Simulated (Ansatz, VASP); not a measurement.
## CdS: VASP beside Ansatz

INCAR

```
SYSTEM = CdS
PREC = Accurate
ENCUT = 520
EDIFF = 1E-6
ISMEAR = -1
SIGMA = 0.05
LREAL = .FALSE.
LASPH = .TRUE.
NELM = 80
ALGO = Normal
ISIF = 2
LWAVE = .FALSE.
LCHARG = .TRUE.
LELF = .TRUE.
LVHAR = .TRUE.
NBANDS = 16
```

The input KPOINTS:

```
Automatic mesh
0
G
  14 14 14
  0 0 0
```

Contents of POSCAR:

```
CdS
1.0
    0.0000000000      2.3007011192      2.3007011192
    2.3007011192      0.0000000000      2.3007011192
    2.3007011192      2.3007011192      0.0000000000
Cd S
1 1
Direct
    0.0000000000      0.0000000000      0.0000000000
    0.5000000000      0.5000000000      0.5000000000
```

Input for Ansatz:

```yaml
crystal:
  lattice:
    - [0.0, 2.3007011192, 2.3007011192]
    - [2.3007011192, 0.0, 2.3007011192]
    - [2.3007011192, 2.3007011192, 0.0]
  atoms:
    - { symbol: Cd, position: [0.0, 0.0, 0.0] }
    - { symbol: S, position: [0.5, 0.5, 0.5] }
kpoints:
  mp_grid: { grid: [14, 14, 14] }
scf:
  occupations: { method: fermi_dirac, width: 0.05 }
hamiltonian:
  xc: lda
  pseudopotentials: { kind: paw }
output:
  forces: true
  stress: true
  eigenvalues: true
  populations: true
```

Change from the starting cell: volume scaled by 0.64, PAW files.

Alike in both runs: task single point; functional LDA; k mesh 14 × 14 × 14; occupations fermi-dirac, width 0.05 eV; no spin polarisation.

|  | VASP | Ansatz |
| --- | --- | --- |
| version | VASP 6.6.1 | Ansatz 0.2.0 |
| potentials or method | VASP PAW LDA potentials, release 64 (Cd, S) | PAW with Ansatz's default frozen-core files, scalar-relativistic |
| plane-wave cutoff (eV) | 520 | 420 |
| valence electrons in the cell | 18 | 26 |

```csv
,VASP,Ansatz,Ansatz less VASP
pressure (GPa),121.7,116.2,-5.47
```

LDA's correlation is that of Perdew and Zunger in VASP and of Perdew and Wang (1992) in Ansatz. Both programs put the cell under a high pressure, so it lies far from rest at this level. VASP's potentials hold 18 valence electrons a cell and Ansatz's 26, so a difference there can come from the potentials and not from the codes.

Noted on VASP's run: the cell as given lies far from equilibrium.
